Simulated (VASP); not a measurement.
**Ti2BN3: relaxation of cell and atoms with PBE**

Crystal: Ti2BN3.

```xyz
6
Lattice="2.8039 0.0000 0.0000 0.0000 2.8039 0.0000 0.0000 0.0000 7.2571" Properties=species:S:1:pos:R:3 pbc="T T T"
Ti    1.4019    1.4019    5.8375
Ti    1.4019    1.4019    1.4195
B     1.4019    1.4019    3.6285
N     0.0000    0.0000    0.0000
N     0.0000    0.0000    5.2070
N     0.0000    0.0000    2.0500
```

The cell was built from a structure type or drawn by symmetry, and may not be a known phase.

* Program: VASP 6.6.1
* Task: relaxation of cell and atoms
* Functional: PBE
* Potentials or basis: VASP PAW PBE potentials, release 64 (Ti_sv, B, N)
* Cutoff: 600 eV
* k mesh: 14 × 14 × 6
* Occupations: gaussian, width 0.1 eV
* Spin: no spin polarisation
* Dipole correction: no
* Further INCAR settings: ALGO = Normal; EDIFF = 1e-06; IBRION = 2; EDIFFG = -0.01; NSW = 100; ISIF = 3

* Relaxed volume: 9.46 Å³/atom
* Relaxed cell: a = 2.803 Å, b = 2.803 Å, c = 7.224 Å, α = 90.00°, β = 90.00°, γ = 90.00°
* Space group after relaxing (to 0.1 Å): P4/mmm (No. 123)
* Energy gained by relaxing: 0.3 meV/atom
* Ionic steps: 9
* Pressure after relaxing: 0.1 GPa
* Largest force after relaxing: 0.008 eV/Å
* Band gap on the k mesh: zero (bands 21 and 22 overlap by 1.81 eV)

Forces in eV/Å, atoms in the order of the input:
```
Ti   0.000  0.000 -0.008
Ti   0.000  0.000  0.008
B    0.000  0.000  0.000
N    0.000  0.000  0.000
N    0.000  0.000 -0.001
N    0.000  0.000  0.001
```

The path:
```
step  energy change (eV)  largest force (eV/Å)  pressure (GPa)  volume (Å³)
   1              0.0000                0.0518            0.00        57.05
   2             -0.0007                0.0342           -0.31        57.05
   3             -0.0007                0.0344           -0.30        57.05
   4             -0.0010                0.0471            0.08        56.90
   5             -0.0010                0.0517            0.23        56.85
   6             -0.0012                0.0405            0.18        56.82
   7             -0.0015                0.0198            0.06        56.73
   8             -0.0015                0.0220            0.05        56.72
   9             -0.0015                0.0080            0.05        56.74
```

Final structure:
```
CELL_PARAMETERS angstrom
2.80257 0.00000 0.00000
0.00000 2.80257 0.00000
0.00000 0.00000 7.22418
ATOMIC_POSITIONS crystal
Ti 0.50000 0.50000 0.80450
Ti 0.50000 0.50000 0.19550
B 0.50000 0.50000 0.50000
N 0.00000 0.00000 0.00000
N 0.00000 0.00000 0.71516
N 0.00000 0.00000 0.28484
```

Levels at points of the mesh, in eV from the Fermi level:
```tsv
k point	band 18	band 19	band 20	band 21	band 22	band 23	band 24	band 25
(0.00, 0.00, 0.00)	-1.69	-1.69	-1.60	-1.24	-0.64	0.24	1.91	2.41
(0.50, 0.00, 0.00)	-3.54	-3.19	-0.99	0.08	1.55	1.62	1.93	2.50
(0.50, 0.50, 0.00)	-4.48	-3.45	-2.34	-0.21	1.63	1.63	1.81	2.30
(0.00, 0.00, 0.50)	-1.86	-1.69	-1.69	-1.58	-1.26	1.84	2.41	2.49
(0.50, 0.00, 0.50)	-3.58	-1.48	-1.22	-0.72	0.10	1.82	2.03	2.13
(0.50, 0.50, 0.50)	-4.49	-3.21	-1.35	-1.19	1.55	1.55	1.86	2.41
```

It took 18 min on 1 thread of AMD EPYC 7R43 64-Core Processor (Zen 3), on a shared host, peak memory 0.33 GiB.
